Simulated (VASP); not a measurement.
# Sb (Cmmm) in VASP: a series of runs

Sb is run at these levels: PBEsol; tasks: single point.

Program: VASP 6.6.1. These are calculated values, not measurements. Logs are shortened: lines on timing, memory, paths and dates and some standing lists are left out, and cuts for length are marked.

## 1. The cell of the first run

It takes space group Cmmm (No. 65, orthorhombic). Conventional cell: a = 4.402 Å, b = 4.536 Å, c = 3.160 Å, α = 90.00°, β = 90.00°, γ = 90.00°. Sb (site symmetry mmm) has 6 Sb at 3.16 Å within 4.2 Å.

## 2. Single point, PBEsol (strain -0.0300 x Voigt [0, 0, 0, 1, 0, 0])

Contents of INCAR:

```
SYSTEM = Sb
  PREC = Accurate
  ENCUT = 520
  EDIFF = 1E-6
  ISMEAR = 0
  SIGMA = 0.15
  LREAL = .False.
  LASPH = .True.
  NELM = 100
  ALGO = Normal
  ISIF = 2
  LWAVE = .False.
  LCHARG = .False.
  GGA = PS
  NBANDS = 8
```

Contents of KPOINTS:

```
Automatic mesh
0
Gamma
  16 16 16
  0 0 0
```

Contents of POSCAR:

```
Sb
1.0
    3.1600000000      0.0000000000      0.0000000000
    0.0000000000      3.1600000000     -0.0474000000
    0.0000000000     -0.0474000000      3.1600000000
Sb
1
Direct
    0.0000000000      0.0000000000      0.0000000000
```

Potentials or basis: VASP PAW PBE potentials, release 64 (Sb).

On the command line:

```bash
$ cat potpaw_PBE.64/Sb/POTCAR > POTCAR
$ mpirun -np 1 vasp_std > vasp.out
```

OUTCAR:

```text
SYSTEM = Sb
   PREC = Accurate
   ENCUT = 520
   EDIFF = 1E-6
   ISMEAR = 0
   LREAL = .False.
   LASPH = .True.
   NELM = 100
   ISIF = 2
   GGA = PS

 ion  position               nearest neighbor table
   1  0.000  0.000  0.000-

  LATTYP: Found a base centered orthorhombic cell.
 ALAT       =     4.4018811342
 B/A-ratio  =     1.0304568528
 C/A-ratio  =     0.7178749048

  Lattice vectors:

 A1 = (   0.0000000000,   3.1600000000,  -0.0474000000)
 A2 = (   0.0000000000,  -0.0474000000,   3.1600000000)
 A3 = (   3.1600000000,   0.0000000000,   0.0000000000)

Analysis of symmetry for initial positions (statically):
=====================================================================
 Subroutine PRICEL returns:
 Original cell was already a primitive cell.

 Routine SETGRP: Setting up the symmetry group for a
 base centered orthorhombic supercell.

 Subroutine GETGRP returns: Found  8 space group operations
 (whereof  8 operations were pure point group operations)
 out of a pool of  8 trial point group operations.

The static configuration has the point symmetry D_2h.

Analysis of symmetry for dynamics (positions and initial velocities):
=====================================================================
 Subroutine PRICEL returns:
 Original cell was already a primitive cell.

 Routine SETGRP: Setting up the symmetry group for a
 base centered orthorhombic supercell.

 Subroutine GETGRP returns: Found  8 space group operations
 (whereof  8 operations were pure point group operations)
 out of a pool of  8 trial point group operations.

The dynamic configuration has the point symmetry D_2h.

 Subroutine INISYM returns: Found  8 space group operations
 (whereof  8 operations are pure point group operations),
 and found     1 'primitive' translations

----------------------------------------------------------------------------------------

                                     Primitive cell

  volume of cell :      31.5474

  direct lattice vectors                    reciprocal lattice vectors
     3.160000000  0.000000000  0.000000000     0.316455696  0.000000000  0.000000000
     0.000000000  3.160000000 -0.047400000     0.000000000  0.316526915  0.004747904
     0.000000000 -0.047400000  3.160000000     0.000000000  0.004747904  0.316526915

  length of vectors
     3.160000000  3.160355480  3.160355480     0.316455696  0.316562522  0.316562522

  position of ions in fractional coordinates (direct lattice)
     0.000000000  0.000000000  0.000000000

  ion indices of the primitive-cell ions
   primitive index   ion index
                 1           1

----------------------------------------------------------------------------------------

 KPOINTS: Automatic mesh

Automatic generation of k-mesh.
 Grid dimensions read from file:
 generate k-points for:   16   16   16

 Generating k-lattice:

  Cartesian coordinates                     Fractional coordinates (reciprocal lattice)
     0.019778481  0.000000000  0.000000000     0.062500000  0.000000000  0.000000000
     0.000000000  0.019782932  0.000296744     0.000000000  0.062500000 -0.000000000
     0.000000000  0.000296744  0.019782932     0.000000000 -0.000000000  0.062500000

  Length of vectors
     0.019778481  0.019785158  0.019785158

  Shift w.r.t. Gamma in fractional coordinates (k-lattice)
     0.000000000  0.000000000  0.000000000

 Subroutine IBZKPT returns following result:
 ===========================================

 Found    657 irreducible k-points:

 Following reciprocal coordinates:
            Coordinates               Weight
  0.000000  0.000000  0.000000      1.000000
  0.062500  0.000000  0.000000      2.000000
  0.125000  0.000000  0.000000      2.000000
  0.187500  0.000000  0.000000      2.000000
  0.250000  0.000000  0.000000      2.000000
  0.312500  0.000000  0.000000      2.000000
[... 16 lines left out ...]
  0.250000  0.125000  0.000000      8.000000
  0.312500  0.125000  0.000000      8.000000
 [... further k-points ...]
   k-points           NKPTS =    657   k-points in BZ     NKDIM =    657   number of bands    NBANDS=      8
   number of dos      NEDOS =    301   number of ions     NIONS =      1
   total plane-waves  NPLWV =  13824
   dimension x,y,z NGX =    24 NGY =   24 NGZ =   24
   dimension x,y,z NGXF=    48 NGYF=   48 NGZF=   48
   ions per type =               1
   NGX,Y,Z   is equivalent  to a cutoff of  12.63, 12.62, 12.62 a.u.
   NGXF,Y,Z  is equivalent  to a cutoff of  25.25, 25.25, 25.25 a.u.
 SYSTEM =  Sb
   PREC   = accura    normal or accurate (medium, high low for compatibility)
   ISTART =      0    job   : 0-new  1-cont  2-samecut
   ICHARG =      2    charge: 1-file 2-atom 10-const
   ISPIN  =      1    spin polarized calculation?
   LNONCOLLINEAR =      F non collinear calculations
   LSORBIT =      F    spin-orbit coupling
   LASPH  =      T    aspherical Exc in radial PAW
   ENCUT  =  520.0 eV  38.22 Ry    6.18 a.u.   5.88  5.88  5.88*2*pi/ulx,y,z
   NELM   =    100;   NELMIN=  2; NELMDL= -5     # of ELM steps
   EDIFF  = 0.1E-05   stopping-criterion for ELM
   LREAL  =      F    real-space projection
   EDIFFG = 0.1E-04   stopping-criterion for IOM
   NSW    =      0    number of steps for IOM
   IBRION =     -1    ionic relax: 0-MD 1-quasi-New 2-CG
   NFREE  =      0    steps in history (QN), initial steepest desc. (CG)
   ISIF   =      2    stress and relaxation
   ISYM   =      2    0-nonsym 1-usesym 2-fastsym
   POTIM  = 0.5000    time-step for ionic-motion
   TEBEG  =    0.0;   TEEND  =   0.0 temperature during run
   PSTRESS=    0.0 pullay stress
   NELECT =       5.0000    total number of electrons
   NUPDOWN=      -1.0000    fix difference up-down
   EMIN   =  10.00;   EMAX   =-10.00  energy-range for DOS
   EFERMI =   0.00;   METHOD = LEGACY
   ISMEAR =     0;   SIGMA  =   0.15  broadening in eV -4-tet -1-fermi 0-gaus
   EFERMI_NEDOS =   21; number of points for ismear=-14 and -15
   IALGO  =     38    algorithm
   IMIX   =      4    mixing-type and parameters
     AMIX     =   0.40;   BMIX     =  1.00
     AMIX_MAG =   1.60;   BMIX_MAG =  1.00
  volume/ion in A,a.u.               =      31.55       212.89
  Fermi-wavevector in a.u.,A,eV,Ry     =   0.885952  1.674207 10.679368  0.784911
  Thomas-Fermi vector in A             =   2.007054
   LORBIT       =      0    0 simple, 1 ext, 2 COOP (PROOUT), +10 PAW based schemes
   GGA     = PS    functional components
   LHFCALC =     F    Hartree Fock is set to
   AEXX    =    0.0000 exact exchange contribution
   IVDW    =     0    specifies the selected vdW correction
   LEPSILON=     F    determine dielectric tensor
   LRPA    =     F    only Hartree local field effects (RPA)
 non-spin polarized calculation
 Gauss-broadening in eV      SIGMA  =   0.15
  energy-cutoff  :      520.00
  volume of cell :       31.55
 maximum number of plane-waves:       872
 NGX is ok and might be reduce to    24
   NGX = 11   NGY = 11   NGZ = 11

 number of electron       5.0000001 magnetization

 Free energy of the ion-electron system (eV)
  ---------------------------------------------------
  ext. energy  EPLUGINS =         0.00000000
  ---------------------------------------------------
  free energy    TOTEN  =        -4.48768419 eV

  energy without entropy =       -4.48177703  energy(sigma->0) =       -4.48473061

 E-fermi :   6.2922     XC(G=0):  -9.5209

 val. band max:        6.2871920848   @ k =   0.3125  -0.3750   0.3125
 cond. band min:       6.2996476311   @ k =   0.3125  -0.2500   0.2500
 fundamental gap:      0.0124555463
 Fermi energy:         6.2921501272

 k-point     1 :       0.0000    0.0000    0.0000
  band No.  band energies     occupation
      1      -5.6817      2.00000
      2       9.3581      0.00000
      3       9.4183      0.00000
      4       9.4918      0.00000
      5      13.1955      0.00000
      6      13.2045      0.00000
      7      14.1016      0.00000
      8      23.6379      0.00000

 k-point     2 :       0.0625    0.0000    0.0000
  band No.  band energies     occupation
      1      -5.6284      2.00000
      2       8.7130      0.00000
      3       9.4100      0.00000
      4       9.5438      0.00000
      5      13.2485      0.00000
      6      13.6064      0.00000
      7      14.5217      0.00000
      8      23.0887      0.00000

 k-point     3 :       0.1250    0.0000    0.0000
  band No.  band energies     occupation
      1      -5.4694      2.00000
      2       7.3331      0.00000
      3       9.5626      0.00000
      4       9.6965      0.00000
      5      13.3798      0.00000
      6      13.9199      0.00000
      7      15.9584      0.00000
      8      22.0695      0.00000

 k-point     4 :       0.1875    0.0000    0.0000
  band No.  band energies     occupation
      1      -5.2094      2.00000
      2       5.8579      1.99996
      3       9.8059      0.00000
      4       9.9402      0.00000
      5      13.5963      0.00000
      6      14.1955      0.00000
      7      17.7418      0.00000
      8      20.9836      0.00000

 k-point     5 :       0.2500    0.0000    0.0000
  band No.  band energies     occupation
      1      -4.8585      2.00000
      2       4.4495      2.00000
      3      10.1215      0.00000
      4      10.2563      0.00000
      5      13.8931      0.00000
      6      14.5475      0.00000
      7      19.4222      0.00000
      8      19.9398      0.00000
[... 177 lines left out ...]
 k-point    22 :       0.1875    0.1250    0.0000
  band No.  band energies     occupation
      1      -4.9966      2.00000
      2       6.0598      1.97151
      3       7.8019      0.00000
      4      10.0763      0.00000
      5      14.0492      0.00000
      6      16.1750      0.00000
      7      17.6208      0.00000
      8      19.1212      0.00000

 k-point    23 :       0.2500    0.1250    0.0000
  band No.  band energies     occupation
      1      -4.6454      2.00000
      2       4.6541      2.00000
      3       8.1291      0.00000
      4      10.3927      0.00000
      5      14.3599      0.00000
      6      16.1966      0.00000
      7      17.6811      0.00000
      8      19.8650      0.00000

 k-point    24 :       0.3125    0.1250    0.0000
  band No.  band energies     occupation
      1      -4.2241      2.00000
      2       3.3848      2.00000
      3       8.5119      0.00000
      4      10.7499      0.00000
      5      14.7238      0.00000
      6      15.7660      0.00000
      7      17.5433      0.00000
      8      19.2093      0.00000

 [... further k-points ...]

------------------------ aborting loop because EDIFF is reached ----------------------------------------

  FORCE on cell =-STRESS in cart. coord.  units (eV):
  Direction    XX          YY          ZZ          XY          YZ          ZX
  --------------------------------------------------------------------------------------
  -------------------------------------------------------------------------------------
  Total       -0.9569161     -0.9573779     -0.9573779      0.0000000      0.0924191      0.0000000
  in kB      -48.5982839    -48.6217349    -48.6217349      0.0000000      4.6936296      0.0000000
  external PRESSURE =     -48.6139179 kB  Pullay stress =       0.0000000 kB

 VOLUME and BASIS-vectors are now :
 -----------------------------------------------------------------------------
  energy-cutoff  :      520.00
  volume of cell :       31.55
      direct lattice vectors                 reciprocal lattice vectors
     3.160000000  0.000000000  0.000000000     0.316455696  0.000000000  0.000000000
     0.000000000  3.160000000 -0.047400000     0.000000000  0.316526915  0.004747904
     0.000000000 -0.047400000  3.160000000     0.000000000  0.004747904  0.316526915

 POSITION                                       TOTAL-FORCE (eV/Angst)
 -----------------------------------------------------------------------------------
      0.00000      0.00000      0.00000         0.000000      0.000000      0.000000
 -----------------------------------------------------------------------------------
    total drift:                                0.000000      0.000000      0.000000

  FREE ENERGIE OF THE ION-ELECTRON SYSTEM (eV)
  ---------------------------------------------------
  free  energy   TOTEN  =        -4.4876841904 eV

  energy  without entropy=       -4.4817770334  energy(sigma->0) =       -4.48473061
```

It took 1.7 min on 1 thread of AMD EPYC 7R13, shared host; peak memory 0.24 GiB.

What came out:

```
Free energy            : -4.4877 eV
Pressure               : -4.9 GPa
Band gap on the k mesh : zero (an odd number of electrons rules out a gap without spin polarisation)
```

Caveat: the cell differs from its parent crystal (strain -0.0300 x Voigt [0, 0, 0, 1, 0, 0]); the cell stands under tension; the PAW data sets were made with another functional, which shifts forces and pressure a little; spin-orbit coupling is left out, which moves the levels of the heavy elements.

## 3. Single point, PBEsol (strain +0.0150 x Voigt [0, 0, 0, 1, 0, 0])

Contents of INCAR:

```
SYSTEM = Sb
ALGO     = Normal         ! electronic algorithm
EDIFF    = 1E-6           ! SCF threshold, eV
ENCUT    = 520            ! plane-wave cutoff, eV
GGA      = PS             ! functional
ISIF     = 2              ! what is computed and relaxed
ISMEAR   = 0              ! smearing method
LASPH    = .TRUE.         ! aspherical terms in the spheres
LCHARG   = .FALSE.        ! write CHGCAR
LREAL    = .FALSE.        ! projectors in reciprocal space
LWAVE    = .FALSE.        ! write WAVECAR
NBANDS   = 8              ! bands
NELM     = 60             ! most SCF steps
PREC     = Accurate       ! precision mode
SIGMA    = 0.15           ! smearing width, eV
```

Contents of KPOINTS:

```
k-points
0
G
  16 16 16
  0 0 0
```

Contents of POSCAR:

```
Sb
1.0
    3.1600000000      0.0000000000      0.0000000000
    0.0000000000      3.1600000000      0.0237000000
    0.0000000000      0.0237000000      3.1600000000
Sb
1
Direct
    0.0000000000      0.0000000000      0.0000000000
```

Potentials or basis: VASP PAW PBE potentials, release 64 (Sb).

On the command line:

```bash
$ cat potpaw_PBE.64/Sb/POTCAR > POTCAR
$ mpirun -np 1 vasp_std > vasp.out
```

Wall time 2.1 min (1 thread of AMD EPYC 7R13, shared host); peak memory 0.25 GiB.

The run converged. Its results:

```yaml
Free_energy: -4.4886 eV
Pressure: -4.9 GPa
Band_gap_on_the_k_mesh: zero (an odd number of electrons rules out a gap without spin polarisation)
```

Stress tensor (GPa, compression positive):
```
-4.87  0.00  0.00
 0.00 -4.87 -0.24
 0.00 -0.24 -4.87
```

Levels at points of the mesh, in eV from the Fermi level:
| k point | band 1 | band 2 | band 3 | band 4 | band 5 | band 6 |
| --- | --- | --- | --- | --- | --- | --- |
| (0.00, 0.00, 0.00) | -11.97 | 3.09 | 3.13 | 3.16 | 6.90 | 6.91 |
| (0.50, 0.00, 0.00) | -9.75 | -5.21 | 4.92 | 4.99 | 8.91 | 10.37 |
| (0.00, 0.50, 0.00) | -9.75 | -5.21 | 4.95 | 4.96 | 8.91 | 10.38 |
| (0.50, 0.50, 0.00) | -7.42 | -3.28 | -3.28 | 2.33 | 6.78 | 12.41 |
| (0.00, 0.50, 0.50) | -7.42 | -3.36 | -3.20 | 2.33 | 6.79 | 12.45 |
| (0.50, 0.50, 0.50) | -4.86 | -1.57 | -1.49 | -1.41 | 4.81 | 4.90 |

Caveat: the cell differs from its parent crystal (strain +0.0150 x Voigt [0, 0, 0, 1, 0, 0]); the cell stands under tension; the PAW data sets were made with another functional, which shifts forces and pressure a little; spin-orbit coupling is left out, which moves the levels of the heavy elements.

(Part 1 of 2 ends here.)

The gap in the log of VASP goes by the Fermi energy; the results here count the filled bands.